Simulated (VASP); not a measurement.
Set up this calculation in VASP 6.6.1, as the native input.

* Task: single point
* Functional: PBE
* Potentials or basis: VASP PAW PBE potentials, release 64 (H)
* Cutoff: 520 eV
* k mesh: 1 × 1 × 1
* Occupations: fermi-dirac, width 0.02 eV
* Spin: no spin polarisation
* Dipole correction: no
* Further INCAR settings: LREAL = Auto; ALGO = Normal; EDIFF = 1e-07; NBANDS = 26

The structure of H lies in POSCAR:

```
H
1.0
    6.2144650000      0.0000000000      0.0000000000
    0.0000000000      6.2144650000      0.0000000000
    0.0000000000      0.0000000000      6.2144650000
H
20
Direct
    0.5072037577      0.3584057517      0.9348190069
    0.6353081078      0.3781821927      0.9059186913
    0.7198367036     -0.0023171745      1.0098214408
    0.8328955107     -0.0438010352      0.9937621340
    0.0116663301     -0.1765719173      0.3789063097
   -0.1019878622     -0.1790017322      0.4202936214
    0.4138248425     -0.0173627175      0.7159586545
    0.4463779263      0.1039349325      0.7034716585
    0.3137357761      0.2657026792      0.2201959461
    0.2083043351      0.3218458870      0.2375264806
    0.2819872668      0.8438538153      0.0154317387
    0.2137593502      0.9224124683      0.0710278359
    0.7002211775      0.6711116725      0.1470762165
    0.6974856243      0.5715536253      0.2089319032
    1.0450296204      0.4815861060      0.7851842435
    0.9306995856      0.4697427695      0.7413671169
    0.9060796062      0.1730961555      0.5462095289
    0.7890944756      0.2020447456      0.5778614893
    0.5590183548      0.6062307858      0.6660267618
    0.6221291777      0.7117426842      0.6290485183
```

The input as run:

INCAR

```
SYSTEM = H
ALGO     = Normal         ! electronic algorithm
EDIFF    = 1E-7           ! SCF threshold, eV
ENCUT    = 520            ! plane-wave cutoff, eV
GGA      = PE             ! functional
ISIF     = 2              ! what is computed and relaxed
ISMEAR   = -1             ! smearing method
LASPH    = .TRUE.         ! aspherical terms in the spheres
LCHARG   = .FALSE.        ! write CHGCAR
LREAL    = Auto         
LWAVE    = .FALSE.        ! write WAVECAR
NBANDS   = 26             ! bands
NELM     = 60             ! most SCF steps
PREC     = Accurate       ! precision mode
SIGMA    = 0.02           ! smearing width, eV
```

KPOINTS

```
k-points
0
G
  1 1 1
  0 0 0
```

Potentials or basis: VASP PAW PBE potentials, release 64 (H).

Launch:

```sh
$ cat potpaw_PBE.64/H/POTCAR > POTCAR
$ mpirun -np 1 vasp_gam > vasp.out
```

Results of the run:

| Item | Value |
| --- | --- |
| Pressure | 0.3 GPa |
| Largest force | 2.199 eV/Å |
| Band gap on the k mesh | 8.61 eV |

Caveat: the k points lie up to 1.01 Å⁻¹ apart.

It took 19 s on 1 thread of AMD EPYC 7R43 64-Core Processor (Zen 3), on a shared host, peak memory 0.24 GiB.
